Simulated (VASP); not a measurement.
## C: single point with PBE

Crystal: C.

```
CELL_PARAMETERS angstrom
2.52055 0.00000 0.00000
-1.26027 2.18286 0.00000
0.00000 0.00000 12.58450
ATOMIC_POSITIONS crystal
C 0.00000 0.00000 0.18686
C 0.00000 0.00000 0.68686
C 0.00000 0.00000 0.31314
C 0.00000 0.00000 0.81314
C 0.33333 0.66667 0.52077
C 0.66667 0.33333 0.02077
C 0.33333 0.66667 0.97923
C 0.66667 0.33333 0.47923
C 0.33333 0.66667 0.64510
C 0.66667 0.33333 0.14510
C 0.33333 0.66667 0.85490
C 0.66667 0.33333 0.35490
```

```yaml
Program: VASP 6.6.1
Task: single point
Functional: PBE
Potentials_or_basis: VASP PAW PBE potentials, release 64 (C)
Cutoff: 520 eV
k_mesh: 12 × 12 × 2
Occupations: gaussian, width 0.05 eV
Spin: no spin polarisation
```

```yaml
Pressure: -4.6 GPa
Largest_force: 0.025 eV/Å
Band_gap_on_the_k_mesh: 4.45 eV, indirect (least direct gap 5.18 eV)
```

Forces on the atoms (eV/Å):
```
C    0.000  0.000  0.012
C    0.000  0.000  0.012
C    0.000  0.000 -0.012
C    0.000  0.000 -0.012
C    0.000  0.000  0.025
C    0.000  0.000  0.025
C    0.000  0.000 -0.025
C    0.000  0.000 -0.025
C    0.000  0.000  0.002
C    0.000  0.000  0.002
C    0.000  0.000 -0.002
C    0.000  0.000 -0.002
```

Stress tensor (GPa, compression positive):
```
  0.10   0.00   0.00
  0.00   0.10   0.00
  0.00   0.00 -14.02
```

Levels at points of the mesh, in eV from the valence-band top:
| k point | band 20 | band 21 | band 22 | band 23 | band 24 | band 25 | band 26 | band 27 | band 28 | band 29 |
| --- | --- | --- | --- | --- | --- | --- | --- | --- | --- | --- |
| (0.00, 0.00, 0.00) | -0.91 | -0.91 | -0.15 | 0.00 | 0.00 | 5.18 | 5.48 | 5.48 | 6.51 | 6.51 |
| (0.50, 0.00, 0.00) | -4.35 | -4.00 | -3.96 | -3.56 | -2.92 | 4.75 | 5.24 | 5.37 | 5.47 | 6.43 |
| (0.00, 0.00, 0.50) | -1.42 | -0.29 | -0.29 | -0.29 | -0.29 | 5.84 | 5.84 | 5.84 | 5.84 | 5.99 |
| (0.50, 0.00, 0.50) | -4.82 | -3.74 | -3.74 | -3.23 | -3.23 | 4.91 | 4.91 | 5.60 | 5.60 | 6.09 |

It took 44 s on 1 thread of Intel(R) Xeon(R) 6975P-C (Granite Rapids), on a shared host, peak memory 0.2 GiB.

A k mesh can miss the band edges.
